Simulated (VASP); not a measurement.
WS:

```
W S
1.0
     3.24044    0.00000    0.00000
     0.00000    3.24044    0.00000
     0.00000    0.00000    3.24044
W S
1 1
Direct
  0.00000 0.00000 0.00000
  0.50000 0.50000 0.50000
```

Base run:

| Item | Value |
| --- | --- |
| Program | VASP 6.6.1 |
| Functional | PBE |
| Potentials or basis | VASP PAW PBE potentials, release 64 (W_sv, S) |
| Cutoff | 520 eV |
| k mesh | 12 × 12 × 12 |
| Occupations | gaussian, width 0.02 eV |
| Spin | collinear spin, ferromagnetic start |
| Starting moments | [2.5, 0.0] μB |
| Hubbard terms | W d U = 6.2 eV |

Its results: band gap on the k mesh zero (filled and empty bands overlap); pressure -13.3 GPa.

**Question.** The run is repeated on the same cell with these changes: spin from collinear spin, ferromagnetic start to no spin polarisation; further incar settings from ALGO = Normal; EDIFF = 1e-07; NBANDS = 21 to ALGO = Normal; EDIFF = 1e-07; NBANDS = 17. What comes out?

**Answer.** Band gap on the k mesh zero (band 10 reaches 11.68 eV, above the bottom of band 11 at 9.19 eV); pressure -24.8 GPa.

Caveats: spin-orbit coupling is left out, which moves the levels of the heavy elements; U without spin polarisation on a metal has little footing (some runs).
